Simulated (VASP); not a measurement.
# ZnAu (Pm-3m) in VASP: notebook, part 2 of 2

VASP 6.6.1. The steps go on from the part before.

**4. Single point, PBE (volume scaled by 1.03)**

INCAR

```
SYSTEM = ZnAu
PREC = Accurate ; ENCUT = 520
EDIFF = 1E-7 ; ISMEAR = 0
SIGMA = 0.1 ; LREAL = .False.
LASPH = .True. ; NELM = 80
ALGO = Normal ; ISIF = 2
LWAVE = .False. ; LCHARG = .False.
GGA = PE ; NBANDS = 18
```

KPOINTS

```
Automatic mesh
0
Gamma
  14 14 14
  0 0 0
```

POSCAR

```
ZnAu
1.0
    3.2182503910      0.0000000000      0.0000000000
    0.0000000000      3.2182503910      0.0000000000
    0.0000000000      0.0000000000      3.2182503910
Zn Au
1 1
Direct
    0.5000000000      0.5000000000      0.5000000000
    0.0000000000      0.0000000000      0.0000000000
```

Potentials or basis: VASP PAW PBE potentials, release 64 (Zn, Au).

Started as:

```console
> cat potpaw_PBE.64/Zn/POTCAR potpaw_PBE.64/Au/POTCAR > POTCAR
> mpirun -np 1 vasp_std > vasp.out
```

OUTCAR:

```text
SYSTEM = ZnAu
   PREC = Accurate
   ENCUT = 520
   EDIFF = 1E-7
   ISMEAR = 0
   LREAL = .False.
   LASPH = .True.
   NELM = 80
   ISIF = 2
   GGA = PE

 ion  position               nearest neighbor table
   1  0.500  0.500  0.500-   2 2.79   2 2.79   2 2.79   2 2.79   2 2.79   2 2.79   2 2.79   2 2.79

   2  0.000  0.000  0.000-   1 2.79   1 2.79   1 2.79   1 2.79   1 2.79   1 2.79   1 2.79   1 2.79

  LATTYP: Found a simple cubic cell.
 ALAT       =     3.2182503910

  Lattice vectors:

 A1 = (   3.2182503910,   0.0000000000,   0.0000000000)
 A2 = (   0.0000000000,   3.2182503910,   0.0000000000)
 A3 = (   0.0000000000,   0.0000000000,   3.2182503910)

Analysis of symmetry for initial positions (statically):
=====================================================================
 Subroutine PRICEL returns:
 Original cell was already a primitive cell.

 Routine SETGRP: Setting up the symmetry group for a
 simple cubic supercell.

 Subroutine GETGRP returns: Found 48 space group operations
 (whereof 48 operations were pure point group operations)
 out of a pool of 48 trial point group operations.

The static configuration has the point symmetry O_h .

Analysis of symmetry for dynamics (positions and initial velocities):
=====================================================================
 Subroutine PRICEL returns:
 Original cell was already a primitive cell.

 Routine SETGRP: Setting up the symmetry group for a
 simple cubic supercell.

 Subroutine GETGRP returns: Found 48 space group operations
 (whereof 48 operations were pure point group operations)
 out of a pool of 48 trial point group operations.

The dynamic configuration has the point symmetry O_h .

 Subroutine INISYM returns: Found 48 space group operations
 (whereof 48 operations are pure point group operations),
 and found     1 'primitive' translations

----------------------------------------------------------------------------------------

                                     Primitive cell

  volume of cell :      33.3319

  direct lattice vectors                    reciprocal lattice vectors
     3.218250391  0.000000000  0.000000000     0.310727842  0.000000000  0.000000000
     0.000000000  3.218250391  0.000000000     0.000000000  0.310727842  0.000000000
     0.000000000  0.000000000  3.218250391     0.000000000  0.000000000  0.310727842

  length of vectors
     3.218250391  3.218250391  3.218250391     0.310727842  0.310727842  0.310727842

  position of ions in fractional coordinates (direct lattice)
     0.500000000  0.500000000  0.500000000
     0.000000000  0.000000000  0.000000000

  ion indices of the primitive-cell ions
   primitive index   ion index
                 1           1
                 2           2

----------------------------------------------------------------------------------------

 KPOINTS: Automatic mesh

Automatic generation of k-mesh.
 Grid dimensions read from file:
 generate k-points for:   14   14   14

 Generating k-lattice:

  Cartesian coordinates                     Fractional coordinates (reciprocal lattice)
     0.022194846  0.000000000  0.000000000     0.071428571  0.000000000  0.000000000
     0.000000000  0.022194846  0.000000000     0.000000000  0.071428571  0.000000000
     0.000000000  0.000000000  0.022194846     0.000000000  0.000000000  0.071428571

  Length of vectors
     0.022194846  0.022194846  0.022194846

  Shift w.r.t. Gamma in fractional coordinates (k-lattice)
     0.000000000  0.000000000  0.000000000

 Subroutine IBZKPT returns following result:
 ===========================================

 Found    120 irreducible k-points:

 Following reciprocal coordinates:
            Coordinates               Weight
  0.000000  0.000000  0.000000      1.000000
  0.071429  0.000000  0.000000      6.000000
  0.142857  0.000000  0.000000      6.000000
  0.214286  0.000000  0.000000      6.000000
  0.285714  0.000000  0.000000      6.000000
  0.357143  0.000000  0.000000      6.000000
[... 16 lines left out ...]
  0.285714  0.214286  0.000000     24.000000
  0.357143  0.214286  0.000000     24.000000
 [... further k-points ...]
   k-points           NKPTS =    120   k-points in BZ     NKDIM =    120   number of bands    NBANDS=     18
   number of dos      NEDOS =    301   number of ions     NIONS =      2
   total plane-waves  NPLWV =  13824
   dimension x,y,z NGX =    24 NGY =   24 NGZ =   24
   dimension x,y,z NGXF=    48 NGYF=   48 NGZF=   48
   ions per type =               1   1
   NGX,Y,Z   is equivalent  to a cutoff of  12.40, 12.40, 12.40 a.u.
   NGXF,Y,Z  is equivalent  to a cutoff of  24.80, 24.80, 24.80 a.u.
 SYSTEM =  ZnAu
   PREC   = accura    normal or accurate (medium, high low for compatibility)
   ISTART =      0    job   : 0-new  1-cont  2-samecut
   ICHARG =      2    charge: 1-file 2-atom 10-const
   ISPIN  =      1    spin polarized calculation?
   LNONCOLLINEAR =      F non collinear calculations
   LSORBIT =      F    spin-orbit coupling
   LASPH  =      T    aspherical Exc in radial PAW
   ENCUT  =  520.0 eV  38.22 Ry    6.18 a.u.   5.98  5.98  5.98*2*pi/ulx,y,z
   NELM   =     80;   NELMIN=  2; NELMDL= -5     # of ELM steps
   EDIFF  = 0.1E-06   stopping-criterion for ELM
   LREAL  =      F    real-space projection
   EDIFFG = 0.1E-05   stopping-criterion for IOM
   NSW    =      0    number of steps for IOM
   IBRION =     -1    ionic relax: 0-MD 1-quasi-New 2-CG
   NFREE  =      0    steps in history (QN), initial steepest desc. (CG)
   ISIF   =      2    stress and relaxation
   ISYM   =      2    0-nonsym 1-usesym 2-fastsym
   POTIM  = 0.5000    time-step for ionic-motion
   TEBEG  =    0.0;   TEEND  =   0.0 temperature during run
   PSTRESS=    0.0 pullay stress
   NELECT =      23.0000    total number of electrons
   NUPDOWN=      -1.0000    fix difference up-down
   EMIN   =  10.00;   EMAX   =-10.00  energy-range for DOS
   EFERMI =   0.00;   METHOD = LEGACY
   ISMEAR =     0;   SIGMA  =   0.10  broadening in eV -4-tet -1-fermi 0-gaus
   EFERMI_NEDOS =   21; number of points for ismear=-14 and -15
   IALGO  =     38    algorithm
   IMIX   =      4    mixing-type and parameters
     AMIX     =   0.40;   BMIX     =  1.00
     AMIX_MAG =   1.60;   BMIX_MAG =  1.00
  volume/ion in A,a.u.               =      16.67       112.47
  Fermi-wavevector in a.u.,A,eV,Ry     =   1.446653  2.733777 28.474327  2.092804
  Thomas-Fermi vector in A             =   2.564697
   LORBIT       =      0    0 simple, 1 ext, 2 COOP (PROOUT), +10 PAW based schemes
   GGA     = PE    functional components
   LHFCALC =     F    Hartree Fock is set to
   AEXX    =    0.0000 exact exchange contribution
   IVDW    =     0    specifies the selected vdW correction
   LEPSILON=     F    determine dielectric tensor
   LRPA    =     F    only Hartree local field effects (RPA)
 non-spin polarized calculation
 Gauss-broadening in eV      SIGMA  =   0.10
  energy-cutoff  :      520.00
  volume of cell :       33.33
 maximum number of plane-waves:       916
 NGX is ok and might be reduce to    24
   NGX = 11   NGY = 11   NGZ = 11

 number of electron      23.0000036 magnetization

 Free energy of the ion-electron system (eV)
  ---------------------------------------------------
  ext. energy  EPLUGINS =         0.00000000
  ---------------------------------------------------
  free energy    TOTEN  =        -4.73812389 eV

  energy without entropy =       -4.73470147  energy(sigma->0) =       -4.73641268

 E-fermi :   6.2769     XC(G=0): -11.9983

 val. band max:        6.2634516541   @ k =   0.3571   0.2857   0.0714
 cond. band min:       6.3052430383   @ k =   0.5000   0.4286   0.2857
 fundamental gap:      0.0417913842
 Fermi energy:         6.2769457681

 k-point     1 :       0.0000    0.0000    0.0000
  band No.  band energies     occupation
      1      -3.7128      2.00000
      2      -1.5316      2.00000
      3      -1.5316      2.00000
      4      -0.9838      2.00000
      5      -0.9838      2.00000
      6      -0.9838      2.00000
[... 10 lines left out ...]
     17      17.9588      0.00000
     18      24.3314      0.00000

 k-point     2 :       0.0714    0.0000    0.0000
  band No.  band energies     occupation
      1      -3.6268      2.00000
      2      -1.5161      2.00000
      3      -1.5095      2.00000
      4      -0.9852      2.00000
      5      -0.9852      2.00000
      6      -0.9778      2.00000
[... 10 lines left out ...]
     17      18.3688      0.00000
     18      24.2042      0.00000
[... 442 lines left out ...]
 k-point    24 :       0.3571    0.2143    0.0000
  band No.  band energies     occupation
      1      -1.6454      2.00000
      2      -1.3036      2.00000
      3      -1.1119      2.00000
      4      -1.0471      2.00000
      5      -0.9737      2.00000
      6      -0.5234      2.00000
[... 10 lines left out ...]
     17      19.9984      0.00000
     18      20.4998      0.00000

 [... further k-points ...]
[... 5 lines left out ...]
  --------------------------------------------------------------------------------------
  -------------------------------------------------------------------------------------
  Total       -0.6401530     -0.6401530     -0.6401530      0.0000000      0.0000000      0.0000000
  in kB      -30.7705242    -30.7705242    -30.7705242      0.0000000      0.0000000      0.0000000
  external PRESSURE =     -30.7705242 kB  Pullay stress =       0.0000000 kB

 VOLUME and BASIS-vectors are now :
 -----------------------------------------------------------------------------
  energy-cutoff  :      520.00
  volume of cell :       33.33
      direct lattice vectors                 reciprocal lattice vectors
     3.218250391  0.000000000  0.000000000     0.310727842  0.000000000  0.000000000
     0.000000000  3.218250391  0.000000000     0.000000000  0.310727842  0.000000000
     0.000000000  0.000000000  3.218250391     0.000000000  0.000000000  0.310727842

 POSITION                                       TOTAL-FORCE (eV/Angst)
 -----------------------------------------------------------------------------------
      1.60913      1.60913      1.60913         0.000000      0.000000      0.000000
      0.00000      0.00000      0.00000         0.000000      0.000000      0.000000
 -----------------------------------------------------------------------------------
    total drift:                                0.000000      0.000000     -0.000000

  FREE ENERGIE OF THE ION-ELECTRON SYSTEM (eV)
  ---------------------------------------------------
  free  energy   TOTEN  =        -4.7381238943 eV

  energy  without entropy=       -4.7347014718  energy(sigma->0) =       -4.73641268
```

OSZICAR:

```text
N       E                     dE             d eps       ncg     rms          rms(c)
DAV:   1     0.131514250244E+03    0.13151E+03   -0.11403E+04  4454   0.162E+03
DAV:   2     0.485491645451E+00   -0.13103E+03   -0.12476E+03  4430   0.312E+02
DAV:   3    -0.511232831258E+01   -0.55978E+01   -0.55569E+01  4752   0.695E+01
DAV:   4    -0.516220979831E+01   -0.49881E-01   -0.49863E-01  4704   0.582E+00
DAV:   5    -0.516275212887E+01   -0.54233E-03   -0.54232E-03  4588   0.648E-01    0.712E+00
DAV:   6    -0.476796769754E+01    0.39478E+00   -0.12019E+00  4594   0.120E+01    0.469E+00
DAV:   7    -0.474588852590E+01    0.22079E-01   -0.26508E-02  5760   0.318E+00    0.259E+00
DAV:   8    -0.473809116828E+01    0.77974E-02   -0.10411E-02  4484   0.104E+00    0.177E-01
DAV:   9    -0.473811391806E+01   -0.22750E-04   -0.37019E-04  5006   0.238E-01    0.848E-02
DAV:  10    -0.473812320078E+01   -0.92827E-05   -0.46468E-05  4586   0.742E-02    0.175E-02
DAV:  11    -0.473812410648E+01   -0.90571E-06   -0.53925E-06  4530   0.354E-02    0.543E-03
DAV:  12    -0.473812393006E+01    0.17642E-06   -0.12212E-07  3040   0.869E-03    0.120E-03
DAV:  13    -0.473812389434E+01    0.35722E-07   -0.46501E-08  2312   0.231E-03
   1 F= -.47381239E+01 E0= -.47364127E+01  d E =-.342242E-02
```

Run time: 23 s. Hardware: 1 thread of Intel Xeon Platinum 8488C (Sapphire Rapids), shared host; peak memory 0.2 GiB.

What came out:

```yaml
Free_energy: -4.7381 eV
Pressure: -3.1 GPa
```

Levels at points of the mesh, in eV from the Fermi level:
| k point | band 9 | band 10 | band 11 | band 12 | band 13 | band 14 | band 15 | band 16 |
| --- | --- | --- | --- | --- | --- | --- | --- | --- |
| (0.00, 0.00, 0.00) | -3.62 | -3.62 | -3.62 | 4.92 | 4.92 | 4.92 | 8.05 | 11.68 |
| (0.50, 0.00, 0.00) | -4.63 | -4.63 | -3.73 | -2.35 | 10.31 | 10.65 | 10.65 | 10.75 |
| (0.50, 0.50, 0.00) | -3.95 | -3.08 | -1.69 | -1.69 | 0.63 | 2.12 | 10.06 | 12.44 |
| (0.50, 0.50, 0.50) | -3.03 | -3.03 | 1.23 | 3.20 | 3.71 | 3.71 | 3.71 | 5.59 |

Caveat: spin-orbit coupling is left out, which moves the levels of the heavy elements.

**5. Single point, PBE (volume scaled by 1.06)**

INCAR

```
PREC = Accurate
ENCUT = 520
EDIFF = 1E-7
ISMEAR = 0
SIGMA = 0.1
LREAL = False
LASPH = True
NELM = 60
ALGO = Normal
ISIF = 2
LWAVE = False
LCHARG = True
GGA = PE
LELF = True
LVHAR = True
NBANDS = 18
```

KPOINTS

```
regular mesh
0
Gamma
  14 14 14
```

POSCAR

```
ZnAu
1.0
    3.2491970047      0.0000000000      0.0000000000
    0.0000000000      3.2491970047      0.0000000000
    0.0000000000      0.0000000000      3.2491970047
Zn Au
1 1
Direct
    0.5000000000      0.5000000000      0.5000000000
    0.0000000000      0.0000000000      0.0000000000
```

Potentials or basis: VASP PAW PBE potentials, release 64 (Zn, Au).

Started as:

```console
> cat potpaw_PBE.64/Zn/POTCAR potpaw_PBE.64/Au/POTCAR > POTCAR
> mpirun -np 1 vasp_std > vasp.out
```

OUTCAR:

```text
PREC = Accurate
   ENCUT = 520
   EDIFF = 1E-7
   ISMEAR = 0
   LREAL = False
   LASPH = True
   NELM = 60
   ISIF = 2
   GGA = PE

 ion  position               nearest neighbor table
   1  0.500  0.500  0.500-   2 2.81   2 2.81   2 2.81   2 2.81   2 2.81   2 2.81   2 2.81   2 2.81

   2  0.000  0.000  0.000-   1 2.81   1 2.81   1 2.81   1 2.81   1 2.81   1 2.81   1 2.81   1 2.81

  LATTYP: Found a simple cubic cell.
 ALAT       =     3.2491970047

  Lattice vectors:

 A1 = (   3.2491970047,   0.0000000000,   0.0000000000)
[... 191 lines left out ...]
      6      -1.2508      2.00000
[... 481 lines left out ...]
      5      -1.2433      2.00000
      6      -0.7436      2.00000
[... 10 lines left out ...]
     17      19.4167      0.00000
     18      19.9574      0.00000

 [... further k-points ...]
[... 5 lines left out ...]
  --------------------------------------------------------------------------------------
  -------------------------------------------------------------------------------------
  Total       -1.2169516     -1.2169516     -1.2169516      0.0000000      0.0000000      0.0000000
  in kB      -56.8402190    -56.8402190    -56.8402190      0.0000000      0.0000000      0.0000000
  external PRESSURE =     -56.8402190 kB  Pullay stress =       0.0000000 kB

 VOLUME and BASIS-vectors are now :
 -----------------------------------------------------------------------------
  energy-cutoff  :      520.00
  volume of cell :       34.30
      direct lattice vectors                 reciprocal lattice vectors
     3.249197005  0.000000000  0.000000000     0.307768350  0.000000000  0.000000000
     0.000000000  3.249197005  0.000000000     0.000000000  0.307768350  0.000000000
     0.000000000  0.000000000  3.249197005     0.000000000  0.000000000  0.307768350

 POSITION                                       TOTAL-FORCE (eV/Angst)
 -----------------------------------------------------------------------------------
      1.62460      1.62460      1.62460         0.000000      0.000000      0.000000
      0.00000      0.00000      0.00000         0.000000      0.000000      0.000000
 -----------------------------------------------------------------------------------
    total drift:                                0.000000      0.000000     -0.000000

  FREE ENERGIE OF THE ION-ELECTRON SYSTEM (eV)
  ---------------------------------------------------
  free  energy   TOTEN  =        -4.7117082105 eV

  energy  without entropy=       -4.7084226550  energy(sigma->0) =       -4.71006543
```

Run time: 24 s. Hardware: 1 thread of Intel Xeon Platinum 8488C (Sapphire Rapids), shared host; peak memory 0.2 GiB.

What came out:

```yaml
Free_energy: -4.7117 eV
Pressure: -5.7 GPa
```

Caveat: spin-orbit coupling is left out, which moves the levels of the heavy elements.

**6. Single point, PBE (volume scaled by 0.88)**

INCAR

```
ALGO = Normal
EDIFF = 1E-6
ENCUT = 520
GGA = PE
ISIF = 2
ISMEAR = 0
LASPH = T
LCHARG = F
LREAL = F
LWAVE = F
NBANDS = 18
NELM = 80
PREC = Accurate
SIGMA = 0.1
```

KPOINTS

```
k-points
0
Gamma
  14 14 14
```

POSCAR

```
ZnAu
1.0
    3.0537605466      0.0000000000      0.0000000000
    0.0000000000      3.0537605466      0.0000000000
    0.0000000000      0.0000000000      3.0537605466
Zn Au
1 1
Direct
    0.5000000000      0.5000000000      0.5000000000
    0.0000000000      0.0000000000      0.0000000000
```

Potentials or basis: VASP PAW PBE potentials, release 64 (Zn, Au).

Started as:

```console
> cat potpaw_PBE.64/Zn/POTCAR potpaw_PBE.64/Au/POTCAR > POTCAR
> mpirun -np 1 vasp_std > vasp.out
```

Run time: 28 s. Hardware: 1 thread of Intel Xeon Platinum 8488C (Sapphire Rapids), shared host; peak memory 0.19 GiB.

It converged, with:

```
Free energy : -4.5190 eV
Pressure    : 21.3 GPa
```

Levels at points of the mesh, in eV from the Fermi level:
```csv
k point,band 9,band 10,band 11,band 12,band 13,band 14,band 15,band 16
"(0.00, 0.00, 0.00)",-3.95,-3.95,-3.95,5.09,5.09,5.09,10.01,12.76
"(0.50, 0.00, 0.00)",-5.37,-5.37,-4.17,-2.44,10.54,11.68,11.68,12.00
"(0.50, 0.50, 0.00)",-4.30,-3.31,-2.41,-2.41,1.15,3.03,10.86,12.96
"(0.50, 0.50, 0.50)",-3.25,-3.25,1.62,3.83,3.83,3.83,4.16,6.34
```

Caveat: spin-orbit coupling is left out, which moves the levels of the heavy elements.

**7. The runs side by side**

| cell | gap on the mesh (eV) | pressure (GPa) |
| --- | --- | --- |
| a = 3.155 Å, 2 atoms | none | 3.9 |
| a = 3.187 Å, 2 atoms | none | 0.1 |
| a = 3.218 Å, 2 atoms | none | -3.1 |
| a = 3.249 Å, 2 atoms | none | -5.7 |
| a = 3.054 Å, 2 atoms | none | 21.3 |

Alike in all rows: task single point; level PBE; potentials or basis VASP PAW PBE potentials, release 64 (Zn, Au); no spin polarisation; k mesh 14 × 14 × 14; cutoff (eV) 520; smearing gaussian 0.1 eV.

Caveats: spin-orbit coupling is left out, which moves the levels of the heavy elements.

Absolute energies hang on the potentials; compare differences alone.
